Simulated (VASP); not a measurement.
Wanted: the native input for a VASP 6.6.1 run.

| Quantity | Value |
| --- | --- |
| Task | relaxation of cell and atoms |
| Functional | PBE |
| Potentials or basis | VASP PAW PBE potentials, release 64 (Cu, Ni, O) |
| Cutoff | 600 eV |
| k mesh | 6 × 6 × 2 |
| Occupations | gaussian, width 0.1 eV |
| Spin | collinear spin, ferrimagnetic start |
| Starting moments | [1.0, -1.0, 2.0, 0.0, 0.0, 0.0] μB |
| Dipole correction | no |
| Further INCAR settings | ALGO = Normal; EDIFF = 1e-07; IBRION = 2; EDIFFG = -0.04; NSW = 90; ISIF = 3 |

The structure of Cu2NiO3 lies in POSCAR:

```
Cu2NiO3
1.0
    2.7054029500      0.0000000000      0.0000000000
    0.0000000000      2.7054029500      0.0000000000
    0.0000000000      0.0000000000      8.1909734900
Cu Ni O
2 1 3
Direct
    0.5000000000      0.5000000000      0.3248246900
    0.5000000000      0.5000000000      0.6751753100
    0.5000000000      0.5000000000      0.0000000000
    0.0000000000      0.0000000000      0.8390681100
    0.0000000000      0.0000000000      0.1609318900
    0.0000000000      0.0000000000      0.5000000000
```

The cell was generated, and may not be a known phase.

One way to write it, as run:

INCAR

```
SYSTEM = Cu2NiO3
PREC = Accurate
ENCUT = 600
EDIFF = 1E-7
ISMEAR = 0
SIGMA = 0.1
LREAL = .FALSE.
LASPH = .TRUE.
NELM = 150
ALGO = Normal
ISIF = 3
LWAVE = .FALSE.
LCHARG = .FALSE.
ISPIN = 2
MAGMOM = 1 -1 2 0 0 0
LORBIT = 11
LMAXMIX = 4
GGA = PE
IBRION = 2
NSW = 90
EDIFFG = -0.04
```

KPOINTS

```
Automatic mesh
0
G
  6 6 2
  0 0 0
```

Potentials or basis: VASP PAW PBE potentials, release 64 (Cu, Ni, O).

Run with:

```console
$ cat potpaw_PBE.64/Cu/POTCAR potpaw_PBE.64/Ni/POTCAR potpaw_PBE.64/O/POTCAR > POTCAR
$ mpirun -np 1 vasp_std > vasp.out
```

It gave:

| Quantity | Value |
| --- | --- |
| Relaxed volume | 9.12 Å³/atom |
| Relaxed cell | a = 2.626 Å, b = 2.626 Å, c = 7.941 Å, α = 90.00°, β = 90.00°, γ = 90.00° |
| Space group after relaxing (to 0.1 Å) | P4/mmm (No. 123) |
| Energy gained by relaxing | 66.5 meV/atom |
| Ionic steps | 7 |
| Pressure after relaxing | -0.6 GPa |
| Largest force after relaxing | 0.023 eV/Å |
| Net moment | 1.64 μB per cell |
| Site moments | Cu -0.12; Ni +1.39; O +0.36, -0.28 (each value once) μB |
| Valence electrons inside the program's atomic spheres | Cu 9.76; Ni 8.90; O 4.87, 4.86 (each value once) |

Caveat: the k points lie up to 0.40 Å⁻¹ apart in the final cell.

Wall time 7.2 min on 1 thread of Intel(R) Xeon(R) 6975P-C (Granite Rapids), on a shared host, peak memory 0.28 GiB.
